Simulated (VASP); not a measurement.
# LiNbO3 (R-3c) in VASP: further runs

LiNbO3 is run at these levels: PBE; tasks: single point.

All numbers are computed with VASP 6.6.1; they aren't measurements. Logs are shortened: lines on timing, memory, paths and dates and some standing lists are left out, and cuts for length are marked.

## (1) The cell of the first run

It takes space group R-3c (No. 167, trigonal). The conventional cell has a = 5.101 Å, b = 5.101 Å, c = 14.485 Å, α = 90.00°, β = 90.00°, γ = 120.00°. Within 2.6 Å of Li (site symmetry 32) lie 3 O at 1.94 Å. Within 2.6 Å of Nb (site symmetry -3) lie 6 O at 2.00 Å. O (site symmetry 2) has 1 Li at 1.94 Å and 2 Nb at 2.00 Å within 2.6 Å.

## (2) Single point, PBE

INCAR

```
PREC = Accurate ; ENCUT = 520
EDIFF = 1E-7 ; ISMEAR = 0
SIGMA = 0.05 ; LREAL = False
LASPH = True ; NELM = 60
ALGO = Normal ; ISIF = 2
LWAVE = False ; LCHARG = True
GGA = PE ; LELF = True
LVHAR = True ; NBANDS = 45
```

KPOINTS

```
Automatic mesh
0
Gamma
  6 6 6
```

POSCAR

```
LiNbO3
1.0
    2.5506000000      1.4725895967      4.8284000000
   -2.5506000000      1.4725895967      4.8284000000
    0.0000000000     -2.9451791931      4.8284000000
Li Nb O
2 2 6
Direct
    0.2500000000      0.2500000000      0.2500000000
    0.7500000000      0.7500000000      0.7500000000
    0.0000000000      0.0000000000      0.0000000000
    0.5000000000      0.5000000000      0.5000000000
    0.1303353734      0.3696646266      0.7500000000
    0.7500000000      0.1303353734      0.3696646266
    0.3696646266      0.7500000000      0.1303353734
    0.8696646266      0.6303353734      0.2500000000
    0.2500000000      0.8696646266      0.6303353734
    0.6303353734      0.2500000000      0.8696646266
```

Potentials or basis: VASP PAW PBE potentials, release 64 (Li_sv, Nb_sv, O).

On the command line:

```
> cat potpaw_PBE.64/Li_sv/POTCAR potpaw_PBE.64/Nb_sv/POTCAR potpaw_PBE.64/O/POTCAR > POTCAR
> mpirun -np 1 vasp_std > vasp.out
```

OUTCAR:

```text
PREC = Accurate
   ENCUT = 520
   EDIFF = 1E-7
   ISMEAR = 0
   LREAL = False
   LASPH = True
   NELM = 60
   ISIF = 2
   GGA = PE

 ion  position               nearest neighbor table
   1  0.250  0.250  0.250-   8 1.94   9 1.94  10 1.94
   2  0.750  0.750  0.750-   5 1.94   6 1.94   7 1.94
   3  0.000  0.000  0.000-   6 2.00   9 2.00   7 2.00  10 2.00   5 2.00   8 2.00
   4  0.500  0.500  0.500-   7 2.00  10 2.00   9 2.00   6 2.00   5 2.00   8 2.00
   5  0.130  0.370  0.750-   2 1.94   3 2.00   4 2.00
   6  0.750  0.130  0.370-   2 1.94   3 2.00   4 2.00
   7  0.370  0.750  0.130-   2 1.94   4 2.00   3 2.00
   8  0.870  0.630  0.250-   1 1.94   3 2.00   4 2.00
   9  0.250  0.870  0.630-   1 1.94   3 2.00   4 2.00
  10  0.630  0.250  0.870-   1 1.94   4 2.00   3 2.00

  LATTYP: Found a trigonal (rhomboedric) cell.
 ALAT       =     5.6557516777
 COS(alpha) =     0.5932439321

  Lattice vectors:

 A1 = (   2.5506000000,   1.4725895967,   4.8284000000)
 A2 = (  -2.5506000000,   1.4725895967,   4.8284000000)
 A3 = (   0.0000000000,  -2.9451791931,   4.8284000000)

Analysis of symmetry for initial positions (statically):
=====================================================================
 Subroutine PRICEL returns:
 Original cell was already a primitive cell.

 Routine SETGRP: Setting up the symmetry group for a
 trigonal (rhombohedral) supercell.

 Subroutine GETGRP returns: Found 12 space group operations
 (whereof  6 operations were pure point group operations)
 out of a pool of 12 trial point group operations.

The static configuration has the point symmetry S_6 .
 The point group associated with its full space group is D_3d.

Analysis of symmetry for dynamics (positions and initial velocities):
=====================================================================
 Subroutine PRICEL returns:
 Original cell was already a primitive cell.

 Routine SETGRP: Setting up the symmetry group for a
 trigonal (rhombohedral) supercell.

 Subroutine GETGRP returns: Found 12 space group operations
 (whereof  6 operations were pure point group operations)
 out of a pool of 12 trial point group operations.

The dynamic configuration has the point symmetry S_6 .
 The point group associated with its full space group is D_3d.

 Subroutine INISYM returns: Found 12 space group operations
 (whereof  6 operations are pure point group operations),
 and found     1 'primitive' translations

----------------------------------------------------------------------------------------

                                     Primitive cell

  volume of cell :     108.8124

  direct lattice vectors                    reciprocal lattice vectors
     2.550600000  1.472589597  4.828400000     0.196032306  0.113179305  0.069035982
    -2.550600000  1.472589597  4.828400000    -0.196032306  0.113179305  0.069035982
     0.000000000 -2.945179193  4.828400000     0.000000000 -0.226358609  0.069035982

  length of vectors
     5.655751678  5.655751678  5.655751678     0.236652037  0.236652037  0.236652037

  position of ions in fractional coordinates (direct lattice)
     0.250000000  0.250000000  0.250000000
     0.750000000  0.750000000  0.750000000
     0.000000000  0.000000000  0.000000000
     0.500000000  0.500000000  0.500000000
     0.130335373  0.369664627  0.750000000
     0.750000000  0.130335373  0.369664627
     0.369664627  0.750000000  0.130335373
     0.869664627  0.630335373  0.250000000
     0.250000000  0.869664627  0.630335373
     0.630335373  0.250000000  0.869664627

  ion indices of the primitive-cell ions
   primitive index   ion index
                 1           1
                 2           2
                 3           3
                 4           4
                 5           5
                 6           6
                 7           7
                 8           8
                 9           9
                10          10

----------------------------------------------------------------------------------------

 KPOINTS: Automatic mesh

Automatic generation of k-mesh.
 Grid dimensions read from file:
 generate k-points for:    6    6    6

 Generating k-lattice:

  Cartesian coordinates                     Fractional coordinates (reciprocal lattice)
     0.032672051  0.018863217  0.011505997     0.166666667  0.000000000  0.000000000
    -0.032672051  0.018863217  0.011505997     0.000000000  0.166666667  0.000000000
     0.000000000 -0.037726435  0.011505997     0.000000000  0.000000000  0.166666667

  Length of vectors
     0.039442006  0.039442006  0.039442006

  Shift w.r.t. Gamma in fractional coordinates (k-lattice)
     0.000000000  0.000000000  0.000000000

 Subroutine IBZKPT returns following result:
 ===========================================

 Found     32 irreducible k-points:

 Following reciprocal coordinates:
            Coordinates               Weight
  0.000000  0.000000  0.000000      1.000000
  0.166667  0.000000 -0.000000      6.000000
  0.333333  0.000000 -0.000000      6.000000
  0.500000  0.000000  0.000000      3.000000
  0.166667  0.166667  0.000000      6.000000
  0.333333  0.166667 -0.000000     12.000000
[... 16 lines left out ...]
  0.500000  0.500000  0.166667      6.000000
 -0.333333  0.500000  0.166667     12.000000
 [... further k-points ...]
   k-points           NKPTS =     32   k-points in BZ     NKDIM =     32   number of bands    NBANDS=     45
   number of dos      NEDOS =    301   number of ions     NIONS =     10
   total plane-waves  NPLWV =  74088
   dimension x,y,z NGX =    42 NGY =   42 NGZ =   42
   dimension x,y,z NGXF=    84 NGYF=   84 NGZF=   84
   ions per type =               2   2   6
   NGX,Y,Z   is equivalent  to a cutoff of  12.35, 12.35, 12.35 a.u.
   NGXF,Y,Z  is equivalent  to a cutoff of  24.69, 24.69, 24.69 a.u.
 SYSTEM =  unknown system
   PREC   = accura    normal or accurate (medium, high low for compatibility)
   ISTART =      0    job   : 0-new  1-cont  2-samecut
   ICHARG =      2    charge: 1-file 2-atom 10-const
   ISPIN  =      1    spin polarized calculation?
   LNONCOLLINEAR =      F non collinear calculations
   LSORBIT =      F    spin-orbit coupling
   LASPH  =      T    aspherical Exc in radial PAW
   ENCUT  =  520.0 eV  38.22 Ry    6.18 a.u.  10.52 10.52 10.52*2*pi/ulx,y,z
   NELM   =     60;   NELMIN=  2; NELMDL= -5     # of ELM steps
   EDIFF  = 0.1E-06   stopping-criterion for ELM
   LREAL  =      F    real-space projection
   EDIFFG = 0.1E-05   stopping-criterion for IOM
   NSW    =      0    number of steps for IOM
   IBRION =     -1    ionic relax: 0-MD 1-quasi-New 2-CG
   NFREE  =      0    steps in history (QN), initial steepest desc. (CG)
   ISIF   =      2    stress and relaxation
   ISYM   =      2    0-nonsym 1-usesym 2-fastsym
   POTIM  = 0.5000    time-step for ionic-motion
   TEBEG  =    0.0;   TEEND  =   0.0 temperature during run
   PSTRESS=    0.0 pullay stress
   NELECT =      68.0000    total number of electrons
   NUPDOWN=      -1.0000    fix difference up-down
   EMIN   =  10.00;   EMAX   =-10.00  energy-range for DOS
   EFERMI =   0.00;   METHOD = LEGACY
   ISMEAR =     0;   SIGMA  =   0.05  broadening in eV -4-tet -1-fermi 0-gaus
   EFERMI_NEDOS =   21; number of points for ismear=-14 and -15
   IALGO  =     38    algorithm
   IMIX   =      4    mixing-type and parameters
     AMIX     =   0.40;   BMIX     =  1.00
     AMIX_MAG =   1.60;   BMIX_MAG =  1.00
  volume/ion in A,a.u.               =      10.88        73.43
  Fermi-wavevector in a.u.,A,eV,Ry     =   1.399646  2.644948 26.653943  1.959010
  Thomas-Fermi vector in A             =   2.522685
   LORBIT       =      0    0 simple, 1 ext, 2 COOP (PROOUT), +10 PAW based schemes
   GGA     = PE    functional components
   LHFCALC =     F    Hartree Fock is set to
   AEXX    =    0.0000 exact exchange contribution
   IVDW    =     0    specifies the selected vdW correction
   LEPSILON=     F    determine dielectric tensor
   LRPA    =     F    only Hartree local field effects (RPA)
 non-spin polarized calculation
 Gauss-broadening in eV      SIGMA  =   0.05
  energy-cutoff  :      520.00
  volume of cell :      108.81
 maximum number of plane-waves:      2957
   NGX = 21   NGY = 21   NGZ = 21

 number of electron      68.0000016 magnetization

 Free energy of the ion-electron system (eV)
  ---------------------------------------------------
  ext. energy  EPLUGINS =         0.00000000
  ---------------------------------------------------
  free energy    TOTEN  =       -79.54607841 eV

  energy without entropy =      -79.54607841  energy(sigma->0) =      -79.54607841

 E-fermi :   3.7967     XC(G=0): -10.6665

 val. band max:        3.5516552821   @ k =  -0.1667   0.1667   0.0000
 cond. band min:       5.9081723129   @ k =   0.5000   0.5000   0.0000
 fundamental gap:      2.3565170308
 Fermi energy:         3.7966514847

 k-point     1 :       0.0000    0.0000    0.0000
  band No.  band energies     occupation
      1     -51.0725      2.00000
      2     -51.0593      2.00000
      3     -39.2655      2.00000
      4     -39.2638      2.00000
      5     -27.2672      2.00000
      6     -27.2672      2.00000
[... 37 lines left out ...]
     44      14.2421      0.00000
     45      14.6719      0.00000

 k-point     2 :       0.1667    0.0000   -0.0000
  band No.  band energies     occupation
      1     -51.0716      2.00000
      2     -51.0602      2.00000
      3     -39.2654      2.00000
      4     -39.2640      2.00000
      5     -27.2587      2.00000
      6     -27.2581      2.00000
[... 37 lines left out ...]
     44      13.8625      0.00000
     45      13.9026      0.00000

 k-point     3 :       0.3333    0.0000   -0.0000
  band No.  band energies     occupation
      1     -51.0691      2.00000
      2     -51.0625      2.00000
      3     -39.2651      2.00000
      4     -39.2642      2.00000
      5     -27.2346      2.00000
      6     -27.2328      2.00000
[... 997 lines left out ...]
     44      13.0877      0.00000
     45      13.3693      0.00000

 k-point    24 :      -0.3333    0.5000    0.1667
  band No.  band energies     occupation
      1     -51.0669      2.00000
      2     -51.0647      2.00000
      3     -39.2648      2.00000
      4     -39.2645      2.00000
      5     -27.2761      2.00000
      6     -27.2725      2.00000
[... 37 lines left out ...]
     44      13.1662      0.00000
     45      13.5032      0.00000

 [... further k-points ...]
[... 5 lines left out ...]
  --------------------------------------------------------------------------------------
  -------------------------------------------------------------------------------------
  Total        2.5534725      2.5534725     -5.7576847      0.0000000     -0.0000000      0.0000000
  in kB       37.5978652     37.5978652    -84.7773600      0.0000000     -0.0000000      0.0000000
  external PRESSURE =      -3.1938765 kB  Pullay stress =       0.0000000 kB

 VOLUME and BASIS-vectors are now :
 -----------------------------------------------------------------------------
  energy-cutoff  :      520.00
  volume of cell :      108.81
      direct lattice vectors                 reciprocal lattice vectors
     2.550600000  1.472589597  4.828400000     0.196032306  0.113179305  0.069035982
    -2.550600000  1.472589597  4.828400000    -0.196032306  0.113179305  0.069035982
     0.000000000 -2.945179193  4.828400000     0.000000000 -0.226358609  0.069035982

 POSITION                                       TOTAL-FORCE (eV/Angst)
 -----------------------------------------------------------------------------------
      0.00000      0.00000      3.62130        -0.000000      0.000000     -0.000000
      0.00000      0.00000     10.86390        -0.000000      0.000000     -0.000000
      0.00000      0.00000      0.00000        -0.000000      0.000000     -0.000000
      0.00000      0.00000      7.24260        -0.000000     -0.000000     -0.000000
     -0.61043     -1.47259      6.03550        -0.053386     -0.000000      0.000000
      1.58052      0.20764      6.03550         0.026693     -0.046234     -0.000000
     -0.97008      1.26495      6.03550         0.026693      0.046234     -0.000000
      0.61043      1.47259      8.44970         0.053386      0.000000      0.000000
     -1.58052     -0.20764      8.44970        -0.026693      0.046234     -0.000000
      0.97008     -1.26495      8.44970        -0.026693     -0.046234     -0.000000
 -----------------------------------------------------------------------------------
    total drift:                               -0.000000     -0.000000     -0.000000

  FREE ENERGIE OF THE ION-ELECTRON SYSTEM (eV)
  ---------------------------------------------------
  free  energy   TOTEN  =       -79.5460784059 eV

  energy  without entropy=      -79.5460784059  energy(sigma->0) =      -79.54607841
```

Run time: 3.3 min. Hardware: 1 thread of Intel Xeon Platinum 8488C (Sapphire Rapids), shared host; peak memory 0.32 GiB.

Results:

* Free energy: -79.5461 eV
* Largest force: 0.053 eV/Å
* Band gap on the k mesh: 2.36 eV (least direct gap 2.49 eV)

Forces in eV/Å, atoms in the order of the input:
```
Li   0.000  0.000  0.000
Li   0.000  0.000  0.000
Nb   0.000  0.000  0.000
Nb   0.000  0.000  0.000
O   -0.053  0.000  0.000
O    0.027 -0.046  0.000
O    0.027  0.046  0.000
O    0.053  0.000  0.000
O   -0.027  0.046  0.000
O   -0.027 -0.046  0.000
```

Caveat: the cutoff is under 1.25 times the usual one of these potentials, so pressure, stress and relaxed cells hold a basis-set (Pulay) error. A k mesh can miss the band edges.

## (3) Single point, PBE

This run uses another cell than the first one, of 11.00 Å³/atom.

INCAR

```
PREC     = Accurate       # precision mode
ENCUT    = 520            # plane-wave cutoff, eV
EDIFF    = 1E-6           # SCF threshold, eV
ISMEAR   = 0              # smearing method
SIGMA    = 0.05           # smearing width, eV
LREAL    = False          # projectors in reciprocal space
LASPH    = True           # aspherical terms in the spheres
NELM     = 80             # most SCF steps
ALGO     = Normal         # electronic algorithm
ISIF     = 2              # what is computed and relaxed
LWAVE    = False          # write WAVECAR
LCHARG   = True           # write CHGCAR
GGA      = PE             # functional
LELF     = True           # ELF
LVHAR    = True         
NBANDS   = 45             # bands
```

KPOINTS is that of step 2.

Changes to POSCAR since step 2:

```diff
@@ -2,5 +2,5 @@
 1.0
-    2.5506000000      1.4725895967      4.8284000000
-   -2.5506000000      1.4725895967      4.8284000000
-    0.0000000000     -2.9451791931      4.8284000000
+    2.6724500000      1.5429397270      4.4452000000
+   -2.6724500000      1.5429397270      4.4452000000
+    0.0000000000     -3.0858794537      4.4452000000
 Li Nb O
```

Potentials or basis: VASP PAW PBE potentials, release 64 (Li_sv, Nb_sv, O).

On the command line:

```
> cat potpaw_PBE.64/Li_sv/POTCAR potpaw_PBE.64/Nb_sv/POTCAR potpaw_PBE.64/O/POTCAR > POTCAR
> mpirun -np 1 vasp_std > vasp.out
```

Wall time 2.6 min (1 thread of Intel Xeon Platinum 8488C (Sapphire Rapids), shared host); peak memory 0.31 GiB.

Results (log left out):

* Free energy: -79.6128 eV
* Largest force: 0.207 eV/Å
* Band gap on the k mesh: 2.41 eV (least direct gap 2.44 eV)

Forces in eV/Å, atoms in the order of the input:
```
Li   0.000  0.000  0.000
Li   0.000  0.000  0.000
Nb   0.000  0.000  0.000
Nb   0.000  0.000  0.000
O    0.207  0.000  0.000
O   -0.104  0.179  0.000
O   -0.104 -0.179  0.000
O   -0.207  0.000  0.000
O    0.104 -0.179  0.000
O    0.104  0.179  0.000
```

Levels at points of the mesh, in eV from the valence-band top:
| k point | band 30 | band 31 | band 32 | band 33 | band 34 | band 35 | band 36 | band 37 | band 38 | band 39 |
| --- | --- | --- | --- | --- | --- | --- | --- | --- | --- | --- |
| (0.00, 0.00, 0.00) | -0.33 | -0.33 | -0.29 | -0.29 | 0.00 | 2.44 | 2.49 | 2.49 | 4.47 | 4.47 |
| (0.50, 0.00, 0.00) | -0.54 | -0.25 | -0.25 | -0.24 | -0.24 | 4.01 | 4.01 | 4.02 | 4.02 | 4.13 |
| (0.50, 0.50, 0.00) | -1.18 | -1.02 | -0.52 | -0.35 | -0.20 | 2.41 | 3.42 | 3.76 | 4.25 | 4.80 |
| (0.50, 0.50, 0.50) | -0.61 | -0.42 | -0.42 | -0.42 | -0.42 | 3.80 | 3.80 | 4.27 | 4.27 | 4.27 |

Caveat: the cutoff is under 1.25 times the usual one of these potentials, so pressure, stress and relaxed cells hold a basis-set (Pulay) error. A k mesh can miss the band edges.

[end of part 1 of 2]
